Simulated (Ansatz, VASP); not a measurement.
One calculation of FeCu, two programs

INCAR

```
SYSTEM = FeCu
ALGO     = Normal         ! electronic algorithm
EDIFF    = 1E-6           ! SCF threshold, eV
ENCUT    = 520            ! plane-wave cutoff, eV
GGA      = PE             ! functional
ISIF     = 2              ! what is computed and relaxed
ISMEAR   = -1             ! smearing method
ISPIN    = 2              ! spin polarisation
LASPH    = .True.         ! aspherical terms in the spheres
LCHARG   = .False.        ! write CHGCAR
LMAXMIX  = 4              ! l up to which the mixer works
LORBIT   = 11             ! projections on sites
LREAL    = .False.        ! projectors in reciprocal space
LWAVE    = .False.        ! write WAVECAR
MAGMOM   = 3 0            ! initial moments
NBANDS   = 20             ! bands
NELM     = 150            ! most SCF steps
PREC     = Accurate       ! precision mode
SIGMA    = 0.03           ! smearing width, eV
```

File KPOINTS:

```
k-points
0
Gamma
  12 12 7
  0 0 0
```

POSCAR

```
FeCu
1.0
    1.3886363482     -1.9193291743      0.0000000000
    1.3886363482      1.9193291743      0.0000000000
    0.0000000000      0.0000000000      3.9953254146
Fe Cu
1 1
Direct
    0.0000000000      0.0000000000      0.0000000000
    0.5000000000      0.5000000000      0.5000000000
```

Input for Ansatz:

```yaml
crystal:
  lattice:
    - [1.3886363482, -1.9193291743, 0.0]
    - [1.3886363482, 1.9193291743, 0.0]
    - [0.0, 0.0, 3.9953254146]
  atoms:
    - { symbol: Fe, position: [0.0, 0.0, 0.0], spin: 3.0 }
    - { symbol: Cu, position: [0.5, 0.5, 0.5] }
magnetization:
  spin_polarized: true
kpoints:
  mp_grid: { grid: [12, 12, 7] }
scf:
  occupations: { method: fermi_dirac, width: 0.03 }
hamiltonian:
  xc: pbe
  pseudopotentials: { kind: paw }
output:
  forces: true
  stress: true
  eigenvalues: true
  populations: true
```

Change from the starting cell: volume scaled by 0.9, PAW files.

Alike in both runs: task single point; functional PBE; k mesh 12 × 12 × 7; occupations fermi-dirac, width 0.03 eV; collinear spin.

|  | VASP | Ansatz |
| --- | --- | --- |
| version | VASP 6.6.1 | Ansatz 0.2.0 |
| potentials or method | VASP PAW PBE potentials, release 64 (Fe, Cu) | PAW with Ansatz's default frozen-core files, scalar-relativistic |
| plane-wave cutoff (eV) | 520 | 420 |
| valence electrons in the cell | 19 | 35 |

```csv
,VASP,Ansatz,Ansatz less VASP
pressure (GPa),21.2,21.4,+0.13
"traceless stress, the component that is largest in VASP (GPa)",-0.74,-0.43,+0.315
net moment per atom (μB),1.14,1.14,+0.007
size of the moment on the site where the two differ most (μB),0.06,0.09,+0.036
```

Site moments also hang on the region over which each program counts them. The functional is the same, so the differences come from potentials, cutoffs and numerics. VASP's potentials hold 19 valence electrons a cell and Ansatz's 35, so a difference there can come from the potentials and not from the codes.
